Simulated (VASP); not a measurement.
Wanted: the native input for a VASP 6.6.1 run.

- Task: single point
- Functional: PBE
- Potentials or basis: VASP PAW PBE potentials, release 64 (Co)
- Cutoff: 520 eV
- k mesh: 10 × 10 × 3
- Occupations: fermi-dirac, width 0.05 eV
- Spin: collinear spin, ferromagnetic start
- Starting moments: [2.0, 2.0, 2.0, 2.0] μB
- Fixed moment: 8 μB
- Dipole correction: no
- Further INCAR settings: ALGO = Normal; EDIFF = 1e-07; NBANDS = 30

The structure of Co lies in POSCAR:

```
Co
1.0
    2.4705617809      0.0000000000      0.0000000000
   -1.2352808905      2.1395692639      0.0000000000
    0.0000000000      0.0000000000      8.0882338000
Co
4
Direct
    0.6666666667      0.3333333333      0.7500000000
    0.0000000000      0.0000000000      0.5000000000
    0.3333333333      0.6666666667      0.2500000000
    0.0000000000      0.0000000000      0.0000000000
```

One way to write it, as run:

INCAR

```
SYSTEM = Co
ALGO = Normal
EDIFF = 1E-7
ENCUT = 520
GGA = PE
ISIF = 2
ISMEAR = -1
ISPIN = 2
LASPH = .TRUE.
LCHARG = .FALSE.
LMAXMIX = 4
LORBIT = 11
LREAL = .FALSE.
LWAVE = .FALSE.
MAGMOM = 2 2 2 2
NBANDS = 30
NELM = 150
NUPDOWN = 8.0
PREC = Accurate
SIGMA = 0.05
```

KPOINTS

```
k-points
0
G
  10 10 3
  0 0 0
```

Potentials or basis: VASP PAW PBE potentials, release 64 (Co).

Launch:

```bash
$ cat potpaw_PBE.64/Co/POTCAR > POTCAR
$ mpirun -np 1 vasp_std > vasp.out
```

It gave:

```
Pressure                                              : 11.4 GPa
Net moment                                            : 8.00 μB per cell
Site moments                                          : Co +2.00, +1.98 μB
Valence electrons inside the program's atomic spheres : Co 8.29
```

Caveat: the total moment is fixed, so each spin has its own Fermi level.

Run time: 41 s on 1 thread of AMD EPYC 9R45 96-Core Processor (Zen 5), on a shared host, peak memory 0.16 GiB.
